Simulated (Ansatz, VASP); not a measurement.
# Two plane-wave programs on KZn2

The input INCAR:

```
SYSTEM = KZn2
ALGO     = Normal         ! electronic algorithm
EDIFF    = 1E-7           ! SCF threshold, eV
ENCUT    = 520            ! plane-wave cutoff, eV
GGA      = PE             ! functional
ISIF     = 2              ! what is computed and relaxed
ISMEAR   = 0              ! smearing method
LASPH    = .TRUE.         ! aspherical terms in the spheres
LCHARG   = .FALSE.        ! write CHGCAR
LREAL    = .FALSE.        ! projectors in reciprocal space
LWAVE    = .FALSE.        ! write WAVECAR
NBANDS   = 24             ! bands
NELM     = 60             ! most SCF steps
PREC     = Accurate       ! precision mode
SIGMA    = 0.1            ! smearing width, eV
```

Contents of KPOINTS:

```
k-points
0
G
  6 6 6
  0 0 0
```

Contents of POSCAR:

```
KZn2
1.0
    1.8572483625      1.0722828421      5.6093651629
   -1.8572483625      1.0722828421      5.6093651629
    0.0000000000     -2.1445656841      5.6093651629
K Zn
1 2
Direct
    0.0000000000      0.0000000000      0.0000000000
    0.7500000000      0.7500000000      0.7500000000
    0.2500000000      0.2500000000      0.2500000000
```

Input for Ansatz:

```yaml
crystal:
  lattice:
    - [1.8572483625, 1.0722828421, 5.6093651629]
    - [-1.8572483625, 1.0722828421, 5.6093651629]
    - [0.0, -2.1445656841, 5.6093651629]
  atoms:
    - { symbol: K, position: [0.0, 0.0, 0.0] }
    - { symbol: Zn, position: [0.75, 0.75, 0.75] }
    - { symbol: Zn, position: [0.25, 0.25, 0.25] }
basis:
  ecutwfc: 420
kpoints:
  mp_grid: { grid: [6, 6, 6] }
hamiltonian:
  xc: pbe
scf:
  occupations: { method: gaussian, width: 0.1 }
  lower_state_search: "off"
output:
  forces: true
  stress: true
  eigenvalues: true
```

Alike in both runs: task single point; functional PBE; k mesh 6 × 6 × 6; occupations gaussian, width 0.1 eV; no spin polarisation.

|  | VASP | Ansatz |
| --- | --- | --- |
| version | VASP 6.6.1 | Ansatz 0.2.0 |
| potentials or method | VASP PAW PBE potentials, release 64 (K_sv, Zn), cutoff 520 eV | scalar-relativistic, plane waves, PAW |
| valence electrons in the cell | 33 | 33 |

Ansatz gave:

* gap on the k mesh at the Fermi level (eV): none
* pressure (GPa): 21.3
* traceless stress, the component that is largest in VASP (GPa): -5.34
* rms of the force components (eV/Å): 1.537

Question: Which values does VASP return?

Answer: gap on the k mesh at the Fermi level (eV): none; pressure (GPa): 21.7; traceless stress, the component that is largest in VASP (GPa): -5.39; rms of the force components (eV/Å): 1.559.

Atom by atom the forces differ by 0.021 eV/Å (rms over components). A gap of «none» marks a metal or a gap that the smearing closes. With one functional, cell and mesh, what is left measures potentials, basis and numerics.
